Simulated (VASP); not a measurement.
**MnO: electric field gradients with PBE**

Crystal: MnO.

```
Mn O
1.0
     0.00000    2.20709    2.20709
     2.20709    0.00000    2.20709
     2.20709    2.20709    0.00000
Mn O
1 1
Cartesian
  0.0000 0.0000 0.0000
  2.2071 2.2071 2.2071
```

| Item | Value |
| --- | --- |
| Program | VASP 6.6.1 |
| Task | electric field gradients |
| Functional | PBE |
| Potentials or basis | VASP PAW PBE potentials, release 64 (Mn_pv, O) |
| Cutoff | 520 eV |
| k mesh | 16 × 16 × 16 |
| Occupations | fermi-dirac, width 0.05 eV |
| Spin | collinear spin, ferromagnetic start |
| Starting moments | [4.0, 0.0] μB |
| Dipole correction | no |
| Further INCAR settings | ALGO = Normal; EDIFF = 1e-08; NBANDS = 20 |

The pressure is 2.3 GPa. The net moment is 4.70 μB per cell, the site moments are Mn +4.28; O +0.20 μB and the largest electric field gradient by atom is under 0.05 V/Å² on every atom. The valence electrons inside the program's atomic spheres are Mn 11.38; O 4.98.

Levels at points of the mesh, in eV from the Fermi level:
Spin up:
| k point | band 8 | band 9 | band 10 | band 11 | band 12 | band 13 | band 14 | band 15 | band 16 | band 17 |
| --- | --- | --- | --- | --- | --- | --- | --- | --- | --- | --- |
| (0.00, 0.00, 0.00) | -3.26 | -3.26 | -3.26 | -2.71 | -2.71 | -0.44 | 14.02 | 16.49 | 16.49 | 16.49 |
| (0.50, 0.00, 0.00) | -2.32 | -2.32 | -1.88 | 0.24 | 0.24 | 3.51 | 7.89 | 12.01 | 12.01 | 18.74 |
| (0.50, 0.50, 0.00) | -4.30 | -2.27 | -2.04 | -2.04 | -1.89 | 5.16 | 7.91 | 10.51 | 13.87 | 13.87 |
Spin down:
```tsv
k point	band 4	band 5	band 6	band 7	band 8	band 9	band 10	band 11
(0.00, 0.00, 0.00)	-20.05	-3.50	-3.50	-3.50	0.65	0.65	0.65	0.84
(0.50, 0.00, 0.00)	-19.05	-7.58	-5.03	-5.03	1.88	1.92	1.92	3.64
(0.50, 0.50, 0.00)	-19.09	-6.61	-4.49	-4.49	-0.97	1.91	2.14	2.36
```

Run time: 2.9 min on 1 thread of Intel Xeon 8259CL, with other jobs on the host, peak memory 0.22 GiB.

Caveat: a cell with one magnetic atom can't hold antiferromagnetic order, which such compounds often take; semilocal functionals often make such compounds metallic where correlation or magnetic order opens a gap, which also shifts bond lengths. With open d or f shells a metallic result of PBE can be an artefact of self-interaction; +U or a hybrid may open a gap.
